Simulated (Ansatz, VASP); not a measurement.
ZnSnI6 in VASP and in Ansatz

The input POSCAR:

```
ZnSnI6
1.0
    0.0000000000      5.7181779358      5.7181779358
    5.7181779358      0.0000000000      5.7181779358
    5.7181779358      5.7181779358      0.0000000000
Zn Sn I
1 1 6
Direct
    0.5000000000      0.5000000000      0.5000000000
    0.0000000000      0.0000000000      0.0000000000
    0.7455995946      0.2544004054      0.2544004054
    0.2544004054      0.7455995946      0.7455995946
    0.2544004054      0.7455995946      0.2544004054
    0.7455995946      0.2544004054      0.7455995946
    0.2544004054      0.2544004054      0.7455995946
    0.7455995946      0.7455995946      0.2544004054
```

The input INCAR.step1:

```
PREC = Accurate
ENCUT = 520
ISMEAR = -1
SIGMA = 0.03
LREAL = False
LASPH = True
NELM = 80
NBANDS = 44
GGA = PE
ALGO = Normal
EDIFF = 1E-4
LWAVE = True
LCHARG = False
```

INCAR.step2

```
PREC = Accurate
ENCUT = 520
EDIFF = 1E-6
ISMEAR = -1
SIGMA = 0.03
LREAL = False
LASPH = True
NELM = 80
ALGO = Normal
ISIF = 2
LWAVE = False
LCHARG = False
METAGGA = R2SCAN
LMIXTAU = True
LUSE_VDW = True
IVDW_NL = 2
BPARAM = 11.95
CPARAM = 0.0093
NBANDS = 44
ISTART = 1
```

KPOINTS

```
Automatic mesh
0
Gamma
  4 4 4
```

Input for Ansatz:

```yaml
crystal:
  lattice:
    - [0.0, 5.7181779358, 5.7181779358]
    - [5.7181779358, 0.0, 5.7181779358]
    - [5.7181779358, 5.7181779358, 0.0]
  atoms:
    - { symbol: Zn, position: [0.5, 0.5, 0.5] }
    - { symbol: Sn, position: [0.0, 0.0, 0.0] }
    - { symbol: I, position: [0.7455995946, 0.2544004054, 0.2544004054] }
    - { symbol: I, position: [0.2544004054, 0.7455995946, 0.7455995946] }
    - { symbol: I, position: [0.2544004054, 0.7455995946, 0.2544004054] }
    - { symbol: I, position: [0.7455995946, 0.2544004054, 0.7455995946] }
    - { symbol: I, position: [0.2544004054, 0.2544004054, 0.7455995946] }
    - { symbol: I, position: [0.7455995946, 0.7455995946, 0.2544004054] }
kpoints:
  mp_grid: { grid: [4, 4, 4] }
  band_path:
    path:
      - [0.0, 0.0, 0.0]
      - [0.5, 0.0, 0.5]
      - [0.625, 0.25, 0.625]
      - [0.375, 0.375, 0.75]
      - [0.5, 0.5, 0.5]
      - [0.5, 0.25, 0.75]
    npoints: 1
hamiltonian:
  xc: r2scan
  dispersion: rvv10
scf:
  occupations: { method: fermi_dirac, width: 0.03 }
  n_extra_bands: 6
output:
  forces: true
  stress: true
  eigenvalues: true
  write_density: true
  write_potential: true
  elf: true
  volumetric_format: npy
```

Alike in both runs: task single point; functional r2SCAN; dispersion rVV10; k mesh 4 × 4 × 4; occupations fermi-dirac, width 0.03 eV; no spin polarisation.

|  | VASP | Ansatz |
| --- | --- | --- |
| version | VASP 6.6.1 | Ansatz 0.2.0 |
| potentials or method | VASP PAW PBE potentials, release 64 (Zn, Sn_d, I) | plane waves, PAW |
| plane-wave cutoff (eV) | 520 | 500 |
| valence electrons in the cell | 68 | 128 |

|  | VASP | Ansatz | Ansatz less VASP |
| --- | --- | --- | --- |
| pressure (GPa) | 0.1 | 0.0 | -0.09 |

VASP's potentials were made for PBE, not for r2SCAN. VASP's potentials hold 68 valence electrons a cell and Ansatz's 128, so a difference there can come from the potentials and not from the codes. Ansatz's warnings: xc potential rough in thin density.

Spin-orbit coupling is off throughout.
